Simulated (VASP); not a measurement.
# TiB4 (P6/mmm) in VASP: a series of runs

Runs on TiB4. Level: PBE+D3(BJ). Tasks: single point, relaxation of cell and atoms.

Program: VASP 6.6.1. These are calculated values, not measurements. Logs are shortened: lines on timing, memory, paths and dates and some standing lists are left out, and cuts for length are marked.

## 1. The cell of the first run

Symmetry: P6/mmm, No. 191, hexagonal system. The conventional cell has a = 3.011 Å, b = 3.011 Å, c = 4.991 Å, α = 90.00°, β = 90.00°, γ = 120.00°. Ti (site symmetry 6/mmm) has 12 B at 2.32 Å and 6 Ti at 3.01 Å within 3.1 Å. Within 2.4 Å of B (site symmetry 3m) lie 4 B at 1.74 to 1.92 Å and 3 Ti at 2.32 Å.

## 2. Single point, PBE+D3(BJ)

INCAR

```
PREC     = Accurate       # precision mode
ENCUT    = 520            # plane-wave cutoff, eV
EDIFF    = 1E-6           # SCF threshold, eV
ISMEAR   = 0              # smearing method
SIGMA    = 0.2            # smearing width, eV
LREAL    = False          # projectors in reciprocal space
LASPH    = True           # aspherical terms in the spheres
NELM     = 100            # most SCF steps
ALGO     = Normal         # electronic algorithm
ISIF     = 2              # what is computed and relaxed
LWAVE    = False          # write WAVECAR
LCHARG   = True           # write CHGCAR
GGA      = PE             # functional
IVDW     = 12             # dispersion correction
LELF     = True           # ELF
LVHAR    = True         
NBANDS   = 35             # bands
```

KPOINTS

```
regular mesh
0
Gamma
  8 4 4
```

POSCAR

```
TiB4
1.0
   -1.5055813056      2.6077433162      0.0000000000
    0.0000000000      0.0000000000      4.9906471283
    4.5167439167      2.6077433162      0.0000000000
Ti B
2 8
Direct
    1.0000000000      0.0000000000      0.0000000000
    0.5000000000      0.0000000000      0.5000000000
    0.5000000000      0.6919119531      0.1666666667
    1.0000000000      0.6919119531      0.6666666667
    1.0000000000      0.6919119531      0.3333333333
    0.5000000000      0.6919119531      0.8333333333
    0.5000000000      0.3080880469      0.1666666667
    1.0000000000      0.3080880469      0.6666666667
    1.0000000000      0.3080880469      0.3333333333
    0.5000000000      0.3080880469      0.8333333333
```

Potentials or basis: VASP PAW PBE potentials, release 64 (Ti_sv, B).

Started as:

```
> cat potpaw_PBE.64/Ti_sv/POTCAR potpaw_PBE.64/B/POTCAR > POTCAR
> mpirun -np 1 vasp_std > vasp.out
```

OUTCAR:

```text
PREC = Accurate
   ENCUT = 520
   EDIFF = 1E-6
   ISMEAR = 0
   LREAL = False
   LASPH = True
   NELM = 100
   ISIF = 2
   GGA = PE
   IVDW = 12
 IVDW          = 12

 ion  position               nearest neighbor table
   1  0.000  0.000  0.000-   4 2.32   5 2.32   8 2.32   9 2.32   6 2.32  10 2.32   3 2.32   7 2.32
                             7 2.32   6 2.32   3 2.32  10 2.32
   2  0.500  0.000  0.500-   3 2.32   6 2.32   7 2.32  10 2.32   9 2.32   5 2.32   4 2.32   8 2.32
                             4 2.32   5 2.32   8 2.32   9 2.32
   3  0.500  0.692  0.167-   5 1.74   5 1.74   6 1.74   7 1.92   2 2.32   1 2.32   1 2.32
   4  0.000  0.692  0.667-   6 1.74   6 1.74   5 1.74   8 1.92   1 2.32   2 2.32   2 2.32
   5  0.000  0.692  0.333-   3 1.74   3 1.74   4 1.74   9 1.92   1 2.32   2 2.32   2 2.32
   6  0.500  0.692  0.833-   4 1.74   4 1.74   3 1.74  10 1.92   2 2.32   1 2.32   1 2.32
   7  0.500  0.308  0.167-   9 1.74   9 1.74  10 1.74   3 1.92   2 2.32   1 2.32   1 2.32
   8  0.000  0.308  0.667-  10 1.74  10 1.74   9 1.74   4 1.92   1 2.32   2 2.32   2 2.32
   9  0.000  0.308  0.333-   7 1.74   7 1.74   8 1.74   5 1.92   1 2.32   2 2.32   2 2.32
  10  0.500  0.308  0.833-   8 1.74   8 1.74   7 1.74   6 1.92   2 2.32   1 2.32   1 2.32

  LATTYP: Found a simple orthorhombic cell.
 ALAT       =     3.0111626112
 B/A-ratio  =     1.6573821386
 C/A-ratio  =     1.7320508075

  Lattice vectors:

 A1 = (  -1.5055813056,   2.6077433162,   0.0000000000)
 A2 = (   0.0000000000,   0.0000000000,   4.9906471283)
 A3 = (   4.5167439167,   2.6077433162,   0.0000000000)

Analysis of symmetry for initial positions (statically):
=====================================================================
 Subroutine PRICEL returns following result:

  LATTYP: Found a hexagonal cell.
 ALAT       =     3.0111626112
 C/A-ratio  =     1.6573821387

  Lattice vectors:

 A1 = (   1.5055813056,   2.6077433162,   0.0000000000)
 A2 = (  -3.0111626111,   0.0000000000,   0.0000000000)
 A3 = (   0.0000000000,   0.0000000000,   4.9906471283)

   2 primitive cells build up your supercell.

 Routine SETGRP: Setting up the symmetry group for a
 simple orthorhombic supercell.

 Subroutine GETGRP returns: Found  8 space group operations
 (whereof  8 operations were pure point group operations)
 out of a pool of  8 trial point group operations.

The static configuration has the point symmetry D_2h.

Analysis of symmetry for dynamics (positions and initial velocities):
=====================================================================
 Subroutine PRICEL returns following result:

  LATTYP: Found a hexagonal cell.
 ALAT       =     3.0111626112
 C/A-ratio  =     1.6573821387

  Lattice vectors:

 A1 = (   1.5055813056,   2.6077433162,   0.0000000000)
 A2 = (  -3.0111626111,   0.0000000000,   0.0000000000)
 A3 = (   0.0000000000,   0.0000000000,   4.9906471283)

   2 primitive cells build up your supercell.

 Routine SETGRP: Setting up the symmetry group for a
 simple orthorhombic supercell.

 Subroutine GETGRP returns: Found  8 space group operations
 (whereof  8 operations were pure point group operations)
 out of a pool of  8 trial point group operations.

The dynamic configuration has the point symmetry D_2h.

 Subroutine INISYM returns: Found  8 space group operations
 (whereof  8 operations are pure point group operations),
 and found     2 'primitive' translations

----------------------------------------------------------------------------------------

                                     Primitive cell

  volume of cell :      39.1883

  direct lattice vectors                    reciprocal lattice vectors
     1.505581306  2.607743316  0.000000000     0.000000000  0.383473325  0.000000000
    -3.011162611  0.000000000  0.000000000    -0.332097641  0.191736662  0.000000000
     0.000000000  0.000000000  4.990647128     0.000000000  0.000000000  0.200374816

  length of vectors
     3.011162611  3.011162611  4.990647128     0.383473325  0.383473325  0.200374816

  position of ions in fractional coordinates (direct lattice)
     0.000000000  0.000000000  0.000000000
     0.666666667  0.333333333  0.691911953
     0.333333333  0.666666667  0.691911953
     0.666666667  0.333333333  0.308088047
     0.333333333  0.666666667  0.308088047

  ion indices of the primitive-cell ions
   primitive index   ion index
                 1           1
                 2           4
                 3           5
                 4           8
                 5           9

----------------------------------------------------------------------------------------

 KPOINTS: regular mesh

Automatic generation of k-mesh.
 Grid dimensions read from file:
 generate k-points for:    8    4    4

 Generating k-lattice:

  Cartesian coordinates                     Fractional coordinates (reciprocal lattice)
    -0.020756103  0.035950624  0.000000000     0.125000000  0.000000000  0.000000000
     0.000000000  0.000000000  0.050093704     0.000000000  0.250000000  0.000000000
     0.041512205  0.023967083  0.000000000     0.000000000  0.000000000  0.250000000

  Length of vectors
     0.041512205  0.050093704  0.047934166

  Shift w.r.t. Gamma in fractional coordinates (k-lattice)
     0.000000000  0.000000000  0.000000000

 Subroutine IBZKPT returns following result:
 ===========================================

 Found     45 irreducible k-points:

 Following reciprocal coordinates:
            Coordinates               Weight
  0.000000  0.000000  0.000000      1.000000
  0.125000  0.000000  0.000000      2.000000
  0.250000  0.000000  0.000000      2.000000
  0.375000  0.000000  0.000000      2.000000
  0.500000  0.000000  0.000000      1.000000
  0.000000  0.250000  0.000000      2.000000
[... 16 lines left out ...]
  0.250000  0.250000  0.250000      8.000000
  0.375000  0.250000  0.250000      8.000000
 [... further k-points ...]
   k-points           NKPTS =     45   k-points in BZ     NKDIM =     45   number of bands    NBANDS=     35
   number of dos      NEDOS =    301   number of ions     NIONS =     10
   total plane-waves  NPLWV =  38400
   dimension x,y,z NGX =    24 NGY =   40 NGZ =   40
   dimension x,y,z NGXF=    48 NGYF=   80 NGZF=   80
   ions per type =               2   8
   NGX,Y,Z   is equivalent  to a cutoff of  13.25, 13.32, 12.75 a.u.
   NGXF,Y,Z  is equivalent  to a cutoff of  26.50, 26.65, 25.50 a.u.
 SYSTEM =  unknown system
   PREC   = accura    normal or accurate (medium, high low for compatibility)
   ISTART =      0    job   : 0-new  1-cont  2-samecut
   ICHARG =      2    charge: 1-file 2-atom 10-const
   ISPIN  =      1    spin polarized calculation?
   LNONCOLLINEAR =      F non collinear calculations
   LSORBIT =      F    spin-orbit coupling
   LASPH  =      T    aspherical Exc in radial PAW
   ENCUT  =  520.0 eV  38.22 Ry    6.18 a.u.   5.60  9.28  9.70*2*pi/ulx,y,z
   NELM   =    100;   NELMIN=  2; NELMDL= -5     # of ELM steps
   EDIFF  = 0.1E-05   stopping-criterion for ELM
   LREAL  =      F    real-space projection
   EDIFFG = 0.1E-04   stopping-criterion for IOM
   NSW    =      0    number of steps for IOM
   IBRION =     -1    ionic relax: 0-MD 1-quasi-New 2-CG
   NFREE  =      0    steps in history (QN), initial steepest desc. (CG)
   ISIF   =      2    stress and relaxation
   ISYM   =      2    0-nonsym 1-usesym 2-fastsym
   POTIM  = 0.5000    time-step for ionic-motion
   TEBEG  =    0.0;   TEEND  =   0.0 temperature during run
   PSTRESS=    0.0 pullay stress
   NELECT =      48.0000    total number of electrons
   NUPDOWN=      -1.0000    fix difference up-down
   EMIN   =  10.00;   EMAX   =-10.00  energy-range for DOS
   EFERMI =   0.00;   METHOD = LEGACY
   ISMEAR =     0;   SIGMA  =   0.20  broadening in eV -4-tet -1-fermi 0-gaus
   EFERMI_NEDOS =   21; number of points for ismear=-14 and -15
   IALGO  =     38    algorithm
   IMIX   =      4    mixing-type and parameters
     AMIX     =   0.40;   BMIX     =  1.00
     AMIX_MAG =   1.60;   BMIX_MAG =  1.00
  volume/ion in A,a.u.               =       7.84        52.89
  Fermi-wavevector in a.u.,A,eV,Ry     =   1.390251  2.627194 26.297318  1.932798
  Thomas-Fermi vector in A             =   2.514204
   LORBIT       =      0    0 simple, 1 ext, 2 COOP (PROOUT), +10 PAW based schemes
   GGA     = PE    functional components
   LHFCALC =     F    Hartree Fock is set to
   AEXX    =    0.0000 exact exchange contribution
   IVDW    =    12    specifies the selected vdW correction
   LEPSILON=     F    determine dielectric tensor
   LRPA    =     F    only Hartree local field effects (RPA)
 non-spin polarized calculation
 Gauss-broadening in eV      SIGMA  =   0.20
  energy-cutoff  :      520.00
  volume of cell :       78.38
 maximum number of plane-waves:      2143
 NGX is ok and might be reduce to    24

 number of electron      47.9999994 magnetization

 Free energy of the ion-electron system (eV)
  ---------------------------------------------------
  ext. energy  EPLUGINS =         0.00000000
  ---------------------------------------------------
  free energy    TOTEN  =       -73.72898657 eV

  energy without entropy =      -73.70580752  energy(sigma->0) =      -73.71739704

 E-fermi :   8.8546     XC(G=0): -12.5024

 val. band max:        8.8386277405   @ k =   0.3750   0.5000   0.2500
 cond. band min:       8.8721694398   @ k =   0.1250   0.0000   0.2500
 fundamental gap:      0.0335416993
 Fermi energy:         8.8545944529

 k-point     1 :       0.0000    0.0000    0.0000
  band No.  band energies     occupation
      1     -47.8734      2.00000
      2     -47.8127      2.00000
      3     -24.3943      2.00000
      4     -24.2842      2.00000
      5     -24.1919      2.00000
      6     -24.0507      2.00000
[... 27 lines left out ...]
     34      13.4288      0.00000
     35      13.6175      0.00000
[... 843 lines left out ...]
      5     -24.2121      2.00000
      6     -24.1869      2.00000
[... 27 lines left out ...]
     34      13.5477      0.00000
     35      14.8420      0.00000

 [... further k-points ...]

------------------------ aborting loop because EDIFF is reached ----------------------------------------

 Edisp (eV)   -3.37655

 E8    (eV) :    -1.3149

  FORCE on cell =-STRESS in cart. coord.  units (eV):
  Direction    XX          YY          ZZ          XY          YZ          ZX
  --------------------------------------------------------------------------------------
  -------------------------------------------------------------------------------------
  Total       0.10802     0.12191     0.06902    -0.01203     0.00000     0.00000
  in kB       2.20823     2.49213     1.41100    -0.24586     0.00000     0.00000
  external pressure =        2.04 kB  Pullay stress =        0.00 kB

 VOLUME and BASIS-vectors are now :
 -----------------------------------------------------------------------------
  energy-cutoff  :      520.00
  volume of cell :       78.38
      direct lattice vectors                 reciprocal lattice vectors
    -1.505581306  2.607743316  0.000000000    -0.166048821  0.287604994  0.000000000
     0.000000000  0.000000000  4.990647128     0.000000000  0.000000000  0.200374816
     4.516743917  2.607743316  0.000000000     0.166048821  0.095868331  0.000000000

 POSITION                                       TOTAL-FORCE (eV/Angst)
 -----------------------------------------------------------------------------------
      0.00000      0.00000      0.00000        -0.000000     -0.000000     -0.000000
      1.50558      2.60774      0.00000        -0.000000     -0.000000     -0.000000
      0.00000      1.73850      3.45309         0.012243      0.007068     -0.040009
      3.01116      1.73850      3.45309         0.012243      0.007068     -0.040009
      1.50558      0.86925      3.45309        -0.012243     -0.007068     -0.040009
      3.01116      3.47699      3.45309        -0.012243     -0.007068     -0.040009
      0.00000      1.73850      1.53756         0.012243      0.007068      0.040009
      3.01116      1.73850      1.53756         0.012243      0.007068      0.040009
      1.50558      0.86925      1.53756        -0.012243     -0.007068      0.040009
      3.01116      3.47699      1.53756        -0.012243     -0.007068      0.040009
 -----------------------------------------------------------------------------------
    total drift:                               -0.000000     -0.000000      0.000000

  FREE ENERGIE OF THE ION-ELECTRON SYSTEM (eV)
  ---------------------------------------------------
  free  energy   TOTEN  =       -77.1055404002 eV

  energy  without entropy=      -77.0823613485  energy(sigma->0) =      -77.09395087
```

Wall time 3.4 min (1 thread of Intel Xeon 8259CL, shared host); peak memory 0.25 GiB.

Results:

* Free energy: -77.1055 eV
* Pressure: 0.2 GPa
* Largest force: 0.042 eV/Å
* Band gap on the k mesh: zero (bands 24 and 25 overlap by 1.05 eV)
* Dispersion energy per atom: -0.338 eV

Forces on the atoms (eV/Å):
```
Ti   0.000  0.000  0.000
Ti   0.000  0.000  0.000
B    0.012  0.007 -0.040
B    0.012  0.007 -0.040
B   -0.012 -0.007 -0.040
B   -0.012 -0.007 -0.040
B    0.012  0.007  0.040
B    0.012  0.007  0.040
B   -0.012 -0.007  0.040
B   -0.012 -0.007  0.040
```

## 3. Relaxation of cell and atoms, PBE+D3(BJ)

This run uses another cell than the first one: it holds 5 atoms, not 10.

INCAR

```
ALGO = Normal ; EDIFF = 1E-6
EDIFFG = -0.01 ; ENCUT = 600
GGA = PE ; IBRION = 2
ISIF = 3 ; ISMEAR = 0
IVDW = 12 ; LASPH = T
LCHARG = F ; LREAL = F
LWAVE = F ; NELM = 100
NSW = 100 ; PREC = Accurate
SIGMA = 0.1
```

KPOINTS

```
k-points
0
Gamma
  12 12 8
```

POSCAR

```
TiB4
1.0
    3.0116766011      0.0000000000      0.0000000000
   -1.5058383006      2.6081884446      0.0000000000
    0.0000000000      0.0000000000      4.9873992613
Ti B
1 4
Direct
    0.0000000000      0.0000000000      0.0000000000
    0.3333333333      0.6666666667      0.6899294738
    0.6666666667      0.3333333333      0.6899294738
    0.3333333333      0.6666666667      0.3100705262
    0.6666666667      0.3333333333      0.3100705262
```

Potentials or basis: VASP PAW PBE potentials, release 64 (Ti_sv, B).

Started as:

```
> cat potpaw_PBE.64/Ti_sv/POTCAR potpaw_PBE.64/B/POTCAR > POTCAR
> mpirun -np 1 vasp_std > vasp.out
```

Wall time 5.4 min (1 thread of Intel Xeon 8259CL, shared host); peak memory 0.24 GiB.

The run converged. Its results:

```
Free energy                           : -38.5596 eV
Relaxed volume                        : 7.84 Å³/atom
Relaxed cell                          : a = 3.011 Å, b = 3.011 Å, c = 4.990 Å, α = 90.00°, β = 90.00°, γ = 120.00°
Space group after relaxing (to 0.1 Å) : P6/mmm (No. 191)
Energy gained by relaxing             : 0.7 meV/atom
Ionic steps                           : 9
Pressure after relaxing               : 0.0 GPa
Band gap on the k mesh                : zero (bands 12 and 13 overlap by 1.06 eV)
Dispersion energy per atom            : -0.338 eV
```

Stress tensor (GPa, compression positive):
```
0.01 0.00 0.00
0.00 0.01 0.00
0.00 0.00 0.11
```

The path:
| step | energy change (eV) | largest force (eV/Å) | pressure (GPa) | volume (Å³) |
| --- | --- | --- | --- | --- |
| 1 | 0.0000 | 0.1855 | -0.10 | 39.18 |
| 2 | -0.0032 | 0.0057 | 0.45 | 39.15 |
| 3 | -0.0033 | 0.0235 | 0.37 | 39.15 |
| 4 | -0.0036 | 0.0020 | -0.28 | 39.25 |
| 5 | -0.0036 | 0.0037 | -0.17 | 39.23 |
| 6 | -0.0036 | 0.0026 | -0.15 | 39.23 |
| 7 | -0.0036 | 0.0004 | -0.23 | 39.24 |
| 8 | -0.0036 | 0.0020 | -0.19 | 39.23 |
| 9 | -0.0036 | 0.0018 | 0.05 | 39.19 |

Final structure:
```yaml
crystal:
  lattice:
    - [3.01142, 0.00000, 0.00000]
    - [-1.50571, 2.60797, 0.00000]
    - [0.00000, 0.00000, 4.99018]
  atoms:
    - { symbol: Ti, position: [0.00000, 0.00000, 0.00000] }
    - { symbol: B, position: [0.33333, 0.66667, 0.69188] }
    - { symbol: B, position: [0.66667, 0.33333, 0.69188] }
    - { symbol: B, position: [0.33333, 0.66667, 0.30812] }
    - { symbol: B, position: [0.66667, 0.33333, 0.30812] }
```

Levels at points of the mesh, in eV from the Fermi level:
| k point | band 8 | band 9 | band 10 | band 11 | band 12 | band 13 | band 14 | band 15 | band 16 |
| --- | --- | --- | --- | --- | --- | --- | --- | --- | --- |
| (0.00, 0.00, 0.00) | -2.59 | -2.59 | 0.24 | 0.88 | 0.88 | 0.98 | 0.98 | 2.25 | 2.25 |
| (0.50, 0.00, 0.00) | -5.55 | -3.95 | -3.81 | -3.66 | -3.00 | 0.38 | 2.96 | 3.41 | 4.00 |
| (0.00, 0.00, 0.50) | -2.48 | -1.56 | -1.56 | -1.33 | -1.33 | 0.61 | 0.61 | 3.90 | 3.90 |
| (0.50, 0.00, 0.50) | -7.51 | -4.68 | -3.75 | -1.83 | -1.58 | 0.87 | 2.97 | 3.00 | 3.47 |

The gap in the log of VASP goes by the Fermi energy; the results here count the filled bands.